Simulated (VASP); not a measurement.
# GeS (Pnma) in VASP: single point with PBE+D3(BJ)

Aim: the single point of GeS with PBE+D3(BJ).

Program: VASP 6.6.1. These are calculated values, not measurements. Logs are shortened: lines on timing, memory, paths and dates and some standing lists are left out, and cuts for length are marked.

### 1 The cell of the first run

The structure is orthorhombic, space group Pnma (No. 62). The conventional cell has a = 10.919 Å, b = 3.672 Å, c = 4.517 Å, α = 90.00°, β = 90.00°, γ = 90.00°. Within 3.3 Å of Ge (site symmetry m) lie 3 S at 2.46 to 2.47 Å. S (site symmetry m) has 3 Ge at 2.46 to 2.47 Å within 3.3 Å.

### 2 Single point, PBE+D3(BJ) (22.64 Å³/atom)

File INCAR:

```
PREC = Accurate ; ENCUT = 500
EDIFF = 1E-6 ; ISMEAR = 0
SIGMA = 0.02 ; LREAL = False
LASPH = True ; NELM = 120
ALGO = Normal ; ISIF = 2
LWAVE = False ; LCHARG = False
GGA = PE ; IVDW = 12
NBANDS = 50 ; GGA_COMPAT = False
```

File KPOINTS:

```
Automatic mesh
0
Gamma
  4 8 6
```

File POSCAR:

```
GeS
1.0
   10.9192436045      0.0000000000      0.0000000000
    0.0000000000      3.6720742629      0.0000000000
    0.0000000000      0.0000000000      4.5173007181
Ge S
4 4
Direct
    0.1278191304      0.2500000000      0.1411307814
    0.3721808696      0.7500000000      0.6411307814
    0.6278191304      0.2500000000      0.3588692186
    0.8721808696      0.7500000000      0.8588692186
    0.8459937009      0.2500000000      0.5010781898
    0.6540062991      0.7500000000      0.0010781898
    0.3459937009      0.2500000000      0.9989218102
    0.1540062991      0.7500000000      0.4989218102
```

Potentials or basis: VASP PAW PBE potentials, release 64 (Ge_d, S).

Command:

```console
$ cat potpaw_PBE.64/Ge_d/POTCAR potpaw_PBE.64/S/POTCAR > POTCAR
$ mpirun -np 1 vasp_std > vasp.out
```

OUTCAR:

```text
PREC = Accurate
   ENCUT = 500
   EDIFF = 1E-6
   ISMEAR = 0
   LREAL = False
   LASPH = True
   NELM = 120
   ISIF = 2
   GGA = PE
   IVDW = 12
 IVDW          = 12

 ion  position               nearest neighbor table
   1  0.128  0.250  0.141-   8 2.46   8 2.46   7 2.47
   2  0.372  0.750  0.641-   7 2.46   7 2.46   8 2.47
   3  0.628  0.250  0.359-   6 2.46   6 2.46   5 2.47
   4  0.872  0.750  0.859-   5 2.46   5 2.46   6 2.47
   5  0.846  0.250  0.501-   4 2.46   4 2.46   3 2.47
   6  0.654  0.750  0.001-   3 2.46   3 2.46   4 2.47
   7  0.346  0.250  0.999-   2 2.46   2 2.46   1 2.47
   8  0.154  0.750  0.499-   1 2.46   1 2.46   2 2.47

  LATTYP: Found a simple orthorhombic cell.
 ALAT       =     3.6720742629
 B/A-ratio  =     1.2301768414
 C/A-ratio  =     2.9735900809

  Lattice vectors:

 A1 = (   0.0000000000,   3.6720742629,   0.0000000000)
 A2 = (   0.0000000000,   0.0000000000,   4.5173007181)
 A3 = (  10.9192436045,   0.0000000000,   0.0000000000)

Analysis of symmetry for initial positions (statically):
=====================================================================
 Subroutine PRICEL returns:
 Original cell was already a primitive cell.

 Routine SETGRP: Setting up the symmetry group for a
 simple orthorhombic supercell.

 Subroutine GETGRP returns: Found  8 space group operations
 (whereof  2 operations were pure point group operations)
 out of a pool of  8 trial point group operations.

The static configuration has the point symmetry S_2 .
 The point group associated with its full space group is D_2h.

Analysis of symmetry for dynamics (positions and initial velocities):
=====================================================================
 Subroutine PRICEL returns:
 Original cell was already a primitive cell.

 Routine SETGRP: Setting up the symmetry group for a
 simple orthorhombic supercell.

 Subroutine GETGRP returns: Found  8 space group operations
 (whereof  2 operations were pure point group operations)
 out of a pool of  8 trial point group operations.

The dynamic configuration has the point symmetry S_2 .
 The point group associated with its full space group is D_2h.

 Subroutine INISYM returns: Found  8 space group operations
 (whereof  2 operations are pure point group operations),
 and found     1 'primitive' translations

----------------------------------------------------------------------------------------

                                     Primitive cell

  volume of cell :     181.1269

  direct lattice vectors                    reciprocal lattice vectors
    10.919243605  0.000000000  0.000000000     0.091581435  0.000000000  0.000000000
     0.000000000  3.672074263  0.000000000     0.000000000  0.272325647  0.000000000
     0.000000000  0.000000000  4.517300718     0.000000000  0.000000000  0.221371138

  length of vectors
    10.919243605  3.672074263  4.517300718     0.091581435  0.272325647  0.221371138

  position of ions in fractional coordinates (direct lattice)
     0.127819130  0.250000000  0.141130781
     0.372180870  0.750000000  0.641130781
     0.627819130  0.250000000  0.358869219
     0.872180870  0.750000000  0.858869219
     0.845993701  0.250000000  0.501078190
     0.654006299  0.750000000  0.001078190
     0.345993701  0.250000000  0.998921810
     0.154006299  0.750000000  0.498921810

  ion indices of the primitive-cell ions
   primitive index   ion index
                 1           1
                 2           2
                 3           3
                 4           4
                 5           5
                 6           6
                 7           7
                 8           8

----------------------------------------------------------------------------------------

 KPOINTS: Automatic mesh

Automatic generation of k-mesh.
 Grid dimensions read from file:
 generate k-points for:    4    8    6

 Generating k-lattice:

  Cartesian coordinates                     Fractional coordinates (reciprocal lattice)
     0.022895359  0.000000000  0.000000000     0.250000000  0.000000000  0.000000000
     0.000000000  0.034040706  0.000000000     0.000000000  0.125000000  0.000000000
     0.000000000  0.000000000  0.036895190     0.000000000  0.000000000  0.166666667

  Length of vectors
     0.022895359  0.034040706  0.036895190

  Shift w.r.t. Gamma in fractional coordinates (k-lattice)
     0.000000000  0.000000000  0.000000000

 Subroutine IBZKPT returns following result:
 ===========================================

 Found     60 irreducible k-points:

 Following reciprocal coordinates:
            Coordinates               Weight
  0.000000  0.000000  0.000000      1.000000
  0.250000  0.000000  0.000000      2.000000
  0.500000  0.000000  0.000000      1.000000
  0.000000  0.125000  0.000000      2.000000
  0.250000  0.125000  0.000000      4.000000
  0.500000  0.125000  0.000000      2.000000
[... 16 lines left out ...]
  0.250000  0.250000  0.166667      8.000000
  0.500000  0.250000  0.166667      4.000000
 [... further k-points ...]
   k-points           NKPTS =     60   k-points in BZ     NKDIM =     60   number of bands    NBANDS=     50
   number of dos      NEDOS =    301   number of ions     NIONS =      8
   total plane-waves  NPLWV =  80640
   dimension x,y,z NGX =    80 NGY =   28 NGZ =   36
   dimension x,y,z NGXF=   160 NGYF=   56 NGZF=   72
   ions per type =               4   4
   NGX,Y,Z   is equivalent  to a cutoff of  12.18, 12.68, 13.25 a.u.
   NGXF,Y,Z  is equivalent  to a cutoff of  24.36, 25.35, 26.50 a.u.
 SYSTEM =  unknown system
   PREC   = accura    normal or accurate (medium, high low for compatibility)
   ISTART =      0    job   : 0-new  1-cont  2-samecut
   ICHARG =      2    charge: 1-file 2-atom 10-const
   ISPIN  =      1    spin polarized calculation?
   LNONCOLLINEAR =      F non collinear calculations
   LSORBIT =      F    spin-orbit coupling
   LASPH  =      T    aspherical Exc in radial PAW
   ENCUT  =  500.0 eV  36.75 Ry    6.06 a.u.  19.91  6.70  8.24*2*pi/ulx,y,z
   NELM   =    120;   NELMIN=  2; NELMDL= -5     # of ELM steps
   EDIFF  = 0.1E-05   stopping-criterion for ELM
   LREAL  =      F    real-space projection
[... 7 lines left out ...]
   TEBEG  =    0.0;   TEEND  =   0.0 temperature during run
   PSTRESS=    0.0 pullay stress
   NELECT =      80.0000    total number of electrons
   NUPDOWN=      -1.0000    fix difference up-down
   EMIN   =  10.00;   EMAX   =-10.00  energy-range for DOS
   EFERMI =   0.00;   METHOD = LEGACY
   ISMEAR =     0;   SIGMA  =   0.02  broadening in eV -4-tet -1-fermi 0-gaus
   EFERMI_NEDOS =   21; number of points for ismear=-14 and -15
   IALGO  =     38    algorithm
   IMIX   =      4    mixing-type and parameters
     AMIX     =   0.40;   BMIX     =  1.00
     AMIX_MAG =   1.60;   BMIX_MAG =  1.00
  volume/ion in A,a.u.               =      22.64       152.79
  Fermi-wavevector in a.u.,A,eV,Ry     =   1.246744  2.356004 21.148483  1.554370
  Thomas-Fermi vector in A             =   2.380907
   LORBIT       =      0    0 simple, 1 ext, 2 COOP (PROOUT), +10 PAW based schemes
   GGA     = PE    functional components
   LHFCALC =     F    Hartree Fock is set to
   AEXX    =    0.0000 exact exchange contribution
   IVDW    =    12    specifies the selected vdW correction
   LEPSILON=     F    determine dielectric tensor
   LRPA    =     F    only Hartree local field effects (RPA)
 non-spin polarized calculation
 Gauss-broadening in eV      SIGMA  =   0.02
  energy-cutoff  :      500.00
  volume of cell :      181.13
 maximum number of plane-waves:      4644
 NGX is ok and might be reduce to    80
   NGX = 39   NGY = 13   NGZ = 17

 number of electron      80.0000014 magnetization

 Free energy of the ion-electron system (eV)
  ---------------------------------------------------
  ext. energy  EPLUGINS =         0.00000000
  ---------------------------------------------------
  free energy    TOTEN  =       -36.64249977 eV

  energy without entropy =      -36.64249977  energy(sigma->0) =      -36.64249977

 E-fermi :   4.1296     XC(G=0):  -9.6012

 val. band max:        3.9983983256   @ k =   0.0000   0.0000   0.0000
 cond. band min:       5.2993537780   @ k =   0.0000   0.0000   0.0000
 fundamental gap:      1.3009554524
 Fermi energy:         4.1295637460

 k-point     1 :       0.0000    0.0000    0.0000
  band No.  band energies     occupation
      1     -20.3656      2.00000
      2     -20.3643      2.00000
      3     -20.3594      2.00000
      4     -20.3586      2.00000
      5     -20.3571      2.00000
      6     -20.3566      2.00000
[... 42 lines left out ...]
     49       9.5191      0.00000
     50       9.7582      0.00000

 k-point     2 :       0.2500    0.0000    0.0000
  band No.  band energies     occupation
      1     -20.3654      2.00000
      2     -20.3645      2.00000
      3     -20.3593      2.00000
      4     -20.3587      2.00000
      5     -20.3570      2.00000
      6     -20.3566      2.00000
[... 42 lines left out ...]
     49       9.5039      0.00000
     50       9.6004      0.00000

 k-point     3 :       0.5000    0.0000    0.0000
  band No.  band energies     occupation
      1     -20.3650      2.00000
      2     -20.3650      2.00000
      3     -20.3589      2.00000
      4     -20.3589      2.00000
      5     -20.3568      2.00000
      6     -20.3568      2.00000
[... 42 lines left out ...]
     49       9.2171      0.00000
     50       9.2172      0.00000

 k-point     4 :       0.0000    0.1250    0.0000
  band No.  band energies     occupation
      1     -20.3641      2.00000
      2     -20.3630      2.00000
      3     -20.3582      2.00000
      4     -20.3581      2.00000
      5     -20.3571      2.00000
      6     -20.3568      2.00000
[... 999 lines left out ...]
 k-point    23 :       0.2500    0.2500    0.1667
  band No.  band energies     occupation
      1     -20.3620      2.00000
      2     -20.3615      2.00000
      3     -20.3605      2.00000
      4     -20.3602      2.00000
      5     -20.3555      2.00000
      6     -20.3551      2.00000
[... 42 lines left out ...]
     49       8.5069      0.00000
     50       9.0720      0.00000

 k-point    24 :       0.5000    0.2500    0.1667
  band No.  band energies     occupation
      1     -20.3618      2.00000
      2     -20.3618      2.00000
      3     -20.3603      2.00000
      4     -20.3603      2.00000
      5     -20.3554      2.00000
      6     -20.3554      2.00000
[... 42 lines left out ...]
     49       8.7774      0.00000
     50       8.7775      0.00000

 [... further k-points ...]

------------------------ aborting loop because EDIFF is reached ----------------------------------------

 Edisp (eV)   -2.52861

 E8    (eV) :    -1.0338

  FORCE on cell =-STRESS in cart. coord.  units (eV):
  Direction    XX          YY          ZZ          XY          YZ          ZX
  --------------------------------------------------------------------------------------
  -------------------------------------------------------------------------------------
  Total      -2.61992    -2.67407    -2.60470     0.00000     0.00000     0.00000
  in kB     -23.17477   -23.65374   -23.04013     0.00000     0.00000     0.00000
  external pressure =      -23.29 kB  Pullay stress =        0.00 kB

 VOLUME and BASIS-vectors are now :
 -----------------------------------------------------------------------------
  energy-cutoff  :      500.00
  volume of cell :      181.13
      direct lattice vectors                 reciprocal lattice vectors
    10.919243605  0.000000000  0.000000000     0.091581435  0.000000000  0.000000000
     0.000000000  3.672074263  0.000000000     0.000000000  0.272325647  0.000000000
     0.000000000  0.000000000  4.517300718     0.000000000  0.000000000  0.221371138

 POSITION                                       TOTAL-FORCE (eV/Angst)
 -----------------------------------------------------------------------------------
      1.39569      0.91802      0.63753        -0.005353      0.000000     -0.012547
      4.06393      2.75406      2.89618         0.005353     -0.000000     -0.012547
      6.85531      0.91802      1.62112        -0.005353     -0.000000      0.012547
      9.52356      2.75406      3.87977         0.005353     -0.000000      0.012547
      9.23761      0.91802      2.26352        -0.007374      0.000000     -0.013410
      7.14125      2.75406      0.00487         0.007374      0.000000     -0.013410
      3.77799      0.91802      4.51243        -0.007374      0.000000      0.013410
      1.68163      2.75406      2.25378         0.007374      0.000000      0.013410
 -----------------------------------------------------------------------------------
    total drift:                               -0.000000      0.000000     -0.000000

  FREE ENERGIE OF THE ION-ELECTRON SYSTEM (eV)
  ---------------------------------------------------
  free  energy   TOTEN  =       -39.1711120524 eV

  energy  without entropy=      -39.1711120524  energy(sigma->0) =      -39.17111205
```

It took 5.4 min on 1 thread of Intel Xeon Platinum 8488C (Sapphire Rapids), shared host; peak memory 0.52 GiB.

What came out:

- Free energy: -39.1711 eV
- Pressure: -2.3 GPa
- Largest force: 0.015 eV/Å
- Band gap on the k mesh: 1.30 eV
- Dispersion energy per atom: -0.316 eV

Forces on the atoms (eV/Å):
```
Ge  -0.005  0.000 -0.013
Ge   0.005  0.000 -0.013
Ge  -0.005  0.000  0.013
Ge   0.005  0.000  0.013
S   -0.007  0.000 -0.013
S    0.007  0.000 -0.013
S   -0.007  0.000  0.013
S    0.007  0.000  0.013
```
